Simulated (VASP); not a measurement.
# Rh (Fd-3m) in VASP: notebook

The runs below take Rh through relaxation of cell and atoms, single point, with PBEsol.

Everything below comes from runs of VASP 6.6.1. Logs are shortened: lines on timing, memory, paths and dates and some standing lists are left out, and cuts for length are marked.

### Step 1. The cell of the first run

It takes space group Fd-3m (No. 227, cubic). Conventional cell: a = 4.133 Å, b = 4.133 Å, c = 4.133 Å, α = 90.00°, β = 90.00°, γ = 90.00°. Rh (site symmetry -43m) has 4 Rh at 1.79 Å within 2.4 Å.

### Step 2. Relaxation of cell and atoms, PBEsol, target pressure 510 GPa, at which the enthalpy is minimised

INCAR

```
ALGO = Normal
EDIFF = 1E-7
EDIFFG = -0.005
ENCUT = 600
GGA = PS
IBRION = 2
ISIF = 3
ISMEAR = -1
LASPH = T
LCHARG = F
LREAL = F
LWAVE = F
NELM = 80
NSW = 60
PREC = Accurate
PSTRESS = 5100.0
SIGMA = 0.1
```

KPOINTS

```
k-points
0
Gamma
  15 15 15
```

POSCAR

```
Rh
1.0
    0.0000000000      2.0664403651      2.0664403651
    2.0664403651      0.0000000000      2.0664403651
    2.0664403651      2.0664403651      0.0000000000
Rh
2
Direct
   -0.1250000000     -0.1250000000     -0.1250000000
    0.1250000000      0.1250000000      0.1250000000
```

Potentials or basis: VASP PAW PBE potentials, release 64 (Rh_pv).

Launch:

```console
> cat potpaw_PBE.64/Rh_pv/POTCAR > POTCAR
> mpirun -np 1 vasp_std > vasp.out
```

OUTCAR:

```text
EDIFF = 1E-7
   EDIFFG = -0.005
   ENCUT = 600
   GGA = PS
   IBRION = 2
   ISIF = 3
   ISMEAR = -1
   LASPH = T
   LREAL = F
   NELM = 80
   NSW = 60
   PREC = Accurate
   PSTRESS = 5100.0

 ion  position               nearest neighbor table
   1  0.875  0.875  0.875-   2 1.79   2 1.79   2 1.79   2 1.79
   2  0.125  0.125  0.125-   1 1.79   1 1.79   1 1.79   1 1.79

  LATTYP: Found a face centered cubic cell.
 ALAT       =     4.1328807302

  Lattice vectors:

 A1 = (   0.0000000000,   2.0664403651,   2.0664403651)
 A2 = (   2.0664403651,   0.0000000000,   2.0664403651)
 A3 = (   2.0664403651,   2.0664403651,   0.0000000000)

Analysis of symmetry for initial positions (statically):
=====================================================================
 Subroutine PRICEL returns:
 Original cell was already a primitive cell.

 Routine SETGRP: Setting up the symmetry group for a
 face centered cubic supercell.

 Subroutine GETGRP returns: Found 48 space group operations
 (whereof 12 operations were pure point group operations)
 out of a pool of 48 trial point group operations.

The static configuration has the point symmetry D_3d.
 The point group associated with its full space group is O_h .

Analysis of symmetry for dynamics (positions and initial velocities):
=====================================================================
 Subroutine PRICEL returns:
 Original cell was already a primitive cell.

 Routine SETGRP: Setting up the symmetry group for a
 face centered cubic supercell.

 Subroutine GETGRP returns: Found 48 space group operations
 (whereof 12 operations were pure point group operations)
 out of a pool of 48 trial point group operations.

The dynamic configuration has the point symmetry D_3d.
 The point group associated with its full space group is O_h .

 Subroutine INISYM returns: Found 48 space group operations
 (whereof 12 operations are pure point group operations),
 and found     1 'primitive' translations

----------------------------------------------------------------------------------------

                                     Primitive cell

  volume of cell :      17.6481

  direct lattice vectors                    reciprocal lattice vectors
     0.000000000  2.066440365  2.066440365    -0.241961979  0.241961979  0.241961979
     2.066440365  0.000000000  2.066440365     0.241961979 -0.241961979  0.241961979
[... 95 lines left out ...]
   PSTRESS= 5100.0 pullay stress
   NELECT =      30.0000    total number of electrons
   NUPDOWN=      -1.0000    fix difference up-down
   EMIN   =  10.00;   EMAX   =-10.00  energy-range for DOS
   EFERMI =   0.00;   METHOD = LEGACY
   ISMEAR =    -1;   SIGMA  =   0.10  broadening in eV -4-tet -1-fermi 0-gaus
   EFERMI_NEDOS =   21; number of points for ismear=-14 and -15
   IALGO  =     38    algorithm
   IMIX   =      4    mixing-type and parameters
     AMIX     =   0.40;   BMIX     =  1.00
     AMIX_MAG =   1.60;   BMIX_MAG =  1.00
  volume/ion in A,a.u.               =       8.82        59.55
  Fermi-wavevector in a.u.,A,eV,Ry     =   1.953810  3.692166 51.938531  3.817374
  Thomas-Fermi vector in A             =   2.980541
   LORBIT       =      0    0 simple, 1 ext, 2 COOP (PROOUT), +10 PAW based schemes
   GGA     = PS    functional components
   LHFCALC =     F    Hartree Fock is set to
   AEXX    =    0.0000 exact exchange contribution
   IVDW    =     0    specifies the selected vdW correction
   LEPSILON=     F    determine dielectric tensor
   LRPA    =     F    only Hartree local field effects (RPA)
 conjugate gradient relaxation of ions
 non-spin polarized calculation
  energy-cutoff  :      600.00
  volume of cell :       17.65
 maximum number of plane-waves:       609
   NGX = 11   NGY = 11   NGZ = 11

--------------------------------------- Ionic step        1  -------------------------------------------

 number of electron      30.0000006 magnetization

 Free energy of the ion-electron system (eV)
  ---------------------------------------------------
  ext. energy  EPLUGINS =         0.00000000
  ---------------------------------------------------
  free energy    TOTEN  =        13.94998973 eV

  energy without entropy =       13.97822995  energy(sigma->0) =       13.96410984

------------------------ aborting loop because EDIFF is reached ----------------------------------------

  FORCE on cell =-STRESS in cart. coord.  units (eV):
  Direction    XX          YY          ZZ          XY          YZ          ZX
  --------------------------------------------------------------------------------------
  -------------------------------------------------------------------------------------
  Total       87.5077706     87.5077706     87.5077706      0.0000000     -0.0000000     -0.0000000
  in kB     7944.3537927   7944.3537927   7944.3537927      0.0000000     -0.0000000     -0.0000000
  external PRESSURE =    2844.3537927 kB  Pullay stress =    5100.0000000 kB
[... 25 lines left out ...]
--------------------------------------- Ionic step        2  -------------------------------------------

 number of electron      29.9999856 magnetization

 E-fermi :  -0.4840     XC(G=0):  -7.2335

 val. band max:       -0.4846909386   @ k =   0.3333   0.0000   0.0000
 cond. band min:      -0.4832941736   @ k =  -0.4667   0.2000   0.0667
 fundamental gap:      0.0013967651
 Fermi energy:        -0.4840376288

 k-point     1 :       0.0000    0.0000    0.0000
  band No.  band energies     occupation
      1     -45.7851      2.00000
      2     -45.7851      2.00000
      3     -45.7851      2.00000
      4     -45.6795      2.00000
      5     -45.6795      2.00000
      6     -45.6795      2.00000
[... 590 lines left out ...]
  energy  without entropy=        0.5881803475  energy(sigma->0) =        0.57034191

  enthalpy is  TOTEN    =        68.2066866801 eV   P V=       67.6541832154

[... ionic steps 4 to 15 ...]

--------------------------------------- Ionic step       16  -------------------------------------------

 number of electron      30.0000006 magnetization

------------------------ aborting loop because EDIFF is reached ----------------------------------------
[... 71 lines left out ...]
--------------------------------------- Ionic step       18  -------------------------------------------

 number of electron      30.0000006 magnetization

 Free energy of the ion-electron system (eV)
  ---------------------------------------------------
  ext. energy  EPLUGINS =         0.00000000
  ---------------------------------------------------
  free energy    TOTEN  =         3.41289317 eV

  energy without entropy =        3.44645902  energy(sigma->0) =        3.42967610

 E-fermi :  19.5055     XC(G=0): -15.8338

 val. band max:       19.4734451878   @ k =   0.4667   0.3333   0.0667
 cond. band min:      19.6440540473   @ k =  -0.4000   0.1333   0.0000
 fundamental gap:      0.1706088595
 Fermi energy:        19.5055051157

 k-point     1 :       0.0000    0.0000    0.0000
  band No.  band energies     occupation
      1     -32.4885      2.00000
      2     -32.4885      2.00000
      3     -32.4885      2.00000
      4     -28.6870      2.00000
      5     -28.6870      2.00000
      6     -28.6870      2.00000
[... 552 lines left out ...]
  energy  without entropy=        3.4464590236  energy(sigma->0) =        3.42967610

  enthalpy is  TOTEN    =        67.9648406784 eV   P V=       64.5519475118

 reached required accuracy - stopping structural energy minimisation
```

CONTCAR:

```text
Rh
   1.00000000000000
     0.0000000000000000    2.1644119346687534    2.1644119346687534
     2.1644119346687534    0.0000000000000000    2.1644119346687534
     2.1644119346687534    2.1644119346687534    0.0000000000000000
  Rh
     2
Direct
     0.8750000000000000    0.8750000000000000    0.8750000000000000
     0.1250000000000000    0.1250000000000000    0.1250000000000000

  0.00000000E+00  0.00000000E+00  0.00000000E+00
  0.00000000E+00  0.00000000E+00  0.00000000E+00
```

It took 3.8 min on 1 thread of Intel Xeon 6975P-C, shared host; peak memory 0.17 GiB.

What came out:

| Quantity | Value |
| --- | --- |
| Free energy | 3.4129 eV |
| Relaxed volume | 10.14 Å³/atom |
| Relaxed cell | a = 3.061 Å, b = 3.061 Å, c = 3.061 Å, α = 60.00°, β = 60.00°, γ = 60.00° |
| Space group after relaxing (to 0.05 Å) | Fd-3m (No. 227) |
| Energy change on relaxing (the enthalpy is what falls) | -5268.5 meV/atom |
| Ionic steps | 18 |
| Pressure after relaxing | 510.0 GPa |
| Band gap on the k mesh | zero (band 15 reaches 21.31 eV, above the bottom of band 16 at 18.25 eV) |

The path:
| step | energy change (eV) | largest force (eV/Å) | pressure (GPa) | volume (Å³) |
| --- | --- | --- | --- | --- |
| 1 | 0.0000 | 0.0000 | 794.44 | 17.65 |
| 2 | -17.7898 | 0.0000 | -58.72 | 95.52 |
| 3 | -13.3975 | 0.0000 | 432.57 | 21.25 |
| 4 | -10.6723 | 0.0000 | 506.35 | 20.32 |
| 5 | -10.4946 | 0.0000 | 511.15 | 20.27 |
| 6 | -10.4972 | 0.0000 | 511.08 | 20.27 |
| 7 | -10.5049 | 0.0000 | 510.87 | 20.27 |
| 8 | -10.5049 | 0.0000 | 510.87 | 20.27 |
| 9 | -10.5050 | 0.0000 | 510.87 | 20.27 |
| 10 | -10.5052 | 0.0000 | 510.87 | 20.27 |
| 11 | -10.5055 | 0.0000 | 510.86 | 20.27 |
| 12 | -10.5061 | 0.0000 | 510.85 | 20.27 |
| 13 | -10.5073 | 0.0000 | 510.80 | 20.27 |
| 14 | -10.5097 | 0.0000 | 510.73 | 20.27 |
| 15 | -10.5146 | 0.0000 | 510.61 | 20.27 |
| 16 | -10.5243 | 0.0000 | 510.34 | 20.28 |
| 17 | -10.5438 | 0.0000 | 509.82 | 20.28 |
| 18 | -10.5371 | 0.0000 | 510.02 | 20.28 |

Final structure:
```cif
data_structure
_symmetry_space_group_name_H-M 'P 1'
_symmetry_Int_Tables_number 1
_cell_length_a 3.0609
_cell_length_b 3.0609
_cell_length_c 3.0609
_cell_angle_alpha 60.000
_cell_angle_beta 60.000
_cell_angle_gamma 60.000
_cell_volume 20.28
loop_
_atom_site_label
_atom_site_type_symbol
_atom_site_fract_x
_atom_site_fract_y
_atom_site_fract_z
_atom_site_occupancy
Rh1 Rh 0.87500 0.87500 0.87500 1
Rh2 Rh 0.12500 0.12500 0.12500 1
```

Levels at points of the mesh, in eV from the Fermi level:
```
           k point  band 13  band 14  band 15  band 16  band 17  band 18
(0.00, 0.00, 0.00)    -2.85    -2.85    -2.85     2.12     2.12    13.29
```

Caveat: the cell is relaxed towards a set pressure, so the enthalpy falls and the energy may rise; the PAW data sets were made with another functional, which shifts forces and pressure a little.

### Step 3. Relaxation of cell and atoms, PBEsol, target pressure 510 GPa, at which the enthalpy is minimised

This run uses another cell than the first one, of 10.15 Å³/atom, 1.150 times its volume.

INCAR

```
ALGO     = Normal         # electronic algorithm
EDIFF    = 1E-7           # SCF threshold, eV
EDIFFG   = -0.005         # ionic threshold
ENCUT    = 600            # plane-wave cutoff, eV
GGA      = PS             # functional
IBRION   = 2              # ionic algorithm
ISIF     = 3              # what is computed and relaxed
ISMEAR   = -1             # smearing method
LASPH    = True           # aspherical terms in the spheres
LCHARG   = False          # write CHGCAR
LREAL    = False          # projectors in reciprocal space
LWAVE    = False          # write WAVECAR
NELM     = 100            # most SCF steps
NSW      = 32             # ionic steps
PREC     = Accurate       # precision mode
PSTRESS  = 5100.0       
SIGMA    = 0.1            # smearing width, eV
```

KPOINTS is that of step 2.

POSCAR

```
Rh
1.0
    0.0000000000      2.1650307109      2.1650307109
    2.1650307109      0.0000000000      2.1650307109
    2.1650307109      2.1650307109      0.0000000000
Rh
2
Direct
   -0.1250000000     -0.1250000000     -0.1250000000
    0.1250000000      0.1250000000      0.1250000000
```

Potentials or basis: VASP PAW PBE potentials, release 64 (Rh_pv).

Launch:

```console
> cat potpaw_PBE.64/Rh_pv/POTCAR > POTCAR
> mpirun -np 1 vasp_std > vasp.out
```

OUTCAR:

```text
EDIFF = 1E-7
   EDIFFG = -0.005
   ENCUT = 600
   GGA = PS
   IBRION = 2
   ISIF = 3
   ISMEAR = -1
   LASPH = True
   LREAL = False
   NELM = 100
   NSW = 32
   PREC = Accurate
   PSTRESS = 5100.0

 ion  position               nearest neighbor table
   1  0.875  0.875  0.875-   2 1.87   2 1.87   2 1.87   2 1.87
   2  0.125  0.125  0.125-   1 1.87   1 1.87   1 1.87   1 1.87

  LATTYP: Found a face centered cubic cell.
 ALAT       =     4.3300614218

  Lattice vectors:

 A1 = (   0.0000000000,   2.1650307109,   2.1650307109)
 A2 = (   2.1650307109,   0.0000000000,   2.1650307109)
 A3 = (   2.1650307109,   2.1650307109,   0.0000000000)

Analysis of symmetry for initial positions (statically):
=====================================================================
 Subroutine PRICEL returns:
 Original cell was already a primitive cell.

 Routine SETGRP: Setting up the symmetry group for a
 face centered cubic supercell.

[... 164 lines left out ...]
  ext. energy  EPLUGINS =         0.00000000
  ---------------------------------------------------
  free energy    TOTEN  =         3.35230377 eV

  energy without entropy =        3.38590853  energy(sigma->0) =        3.36910615

------------------------ aborting loop because EDIFF is reached ----------------------------------------

  FORCE on cell =-STRESS in cart. coord.  units (eV):
  Direction    XX          YY          ZZ          XY          YZ          ZX
  --------------------------------------------------------------------------------------
  -------------------------------------------------------------------------------------
  Total       64.4213736     64.4213736     64.4213736      0.0000000     -0.0000000      0.0000000
  in kB     5085.3211404   5085.3211404   5085.3211404      0.0000000     -0.0000000      0.0000000
  external PRESSURE =     -14.6788596 kB  Pullay stress =    5100.0000000 kB
[... 63 lines left out ...]
--------------------------------------- Ionic step        3  -------------------------------------------

 number of electron      30.0000006 magnetization

 Free energy of the ion-electron system (eV)
  ---------------------------------------------------
  ext. energy  EPLUGINS =         0.00000000
  ---------------------------------------------------
  free energy    TOTEN  =         3.40634084 eV

  energy without entropy =        3.43990873  energy(sigma->0) =        3.42312478

 E-fermi :  19.5050     XC(G=0): -15.8335

 val. band max:       19.4729328463   @ k =   0.4667   0.3333   0.0667
 cond. band min:      19.6435011612   @ k =  -0.4000   0.1333   0.0000
 fundamental gap:      0.1705683149
 Fermi energy:        19.5049582569

 k-point     1 :       0.0000    0.0000    0.0000
  band No.  band energies     occupation
      1     -32.4887      2.00000
      2     -32.4887      2.00000
      3     -32.4887      2.00000
      4     -28.6874      2.00000
      5     -28.6874      2.00000
      6     -28.6874      2.00000
[... 505 lines left out ...]
      6     -28.3171      2.00000
[... 11 lines left out ...]
     18      30.2028      0.00000
     19      33.3369      0.00000

 [... further k-points ...]
[... 5 lines left out ...]
  --------------------------------------------------------------------------------------
  -------------------------------------------------------------------------------------
  Total       64.5523003     64.5523003     64.5523003     -0.0000000      0.0000000     -0.0000000
  in kB     5099.9280839   5099.9280839   5099.9280839     -0.0000000      0.0000000     -0.0000000
  external PRESSURE =      -0.0719161 kB  Pullay stress =    5100.0000000 kB
[... 21 lines left out ...]
  energy  without entropy=        3.4399087300  energy(sigma->0) =        3.42312478

  enthalpy is  TOTEN    =        67.9595514544 eV   P V=       64.5532106154

 reached required accuracy - stopping structural energy minimisation
```

CONTCAR:

```text
Rh
   1.00000000000000
    -0.0000000000000000    2.1644260517671050    2.1644260517671050
     2.1644260517671050   -0.0000000000000000    2.1644260517671050
     2.1644260517671050    2.1644260517671050    0.0000000000000000
  Rh
     2
Direct
     0.8750000000000000    0.8750000000000000    0.8750000000000000
     0.1250000000000000    0.1250000000000000    0.1250000000000000

  0.00000000E+00  0.00000000E+00  0.00000000E+00
  0.00000000E+00  0.00000000E+00  0.00000000E+00
```

It took 62 s on 1 thread of Intel Xeon 6975P-C, shared host; peak memory 0.18 GiB.

Results:

```yaml
Free_energy: 3.4063 eV
Relaxed_volume: 10.14 Å³/atom
Relaxed_cell: a = 3.061 Å, b = 3.061 Å, c = 3.061 Å, α = 60.00°, β = 60.00°, γ = 60.00°
Space_group_after_relaxing_to_0.05_Å: Fd-3m (No. 227)
Energy_change_on_relaxing_the_enthalpy_is_what_falls: +27.0 meV/atom
Ionic_steps: 3
Pressure_after_relaxing: 510.0 GPa
Band_gap_on_the_k_mesh: zero (band 15 reaches 21.30 eV, above the bottom of band 16 at 18.25 eV)
```

The path:
```tsv
step	energy change (eV)	largest force (eV/Å)	pressure (GPa)	volume (Å³)
1	0.0000	0.0000	508.53	20.30
2	0.8831	0.0000	532.41	20.02
3	0.0540	0.0000	509.99	20.28
```

Final structure:
```yaml
crystal:
  lattice:
    - [0.00000, 2.16443, 2.16443]
    - [2.16443, 0.00000, 2.16443]
    - [2.16443, 2.16443, 0.00000]
  atoms:
    - { symbol: Rh, position: [0.87500, 0.87500, 0.87500] }
    - { symbol: Rh, position: [0.12500, 0.12500, 0.12500] }
```

Caveat: the cell is relaxed towards a set pressure, so the enthalpy falls and the energy may rise; the PAW data sets were made with another functional, which shifts forces and pressure a little.

(Part 1 of 2 ends here.)
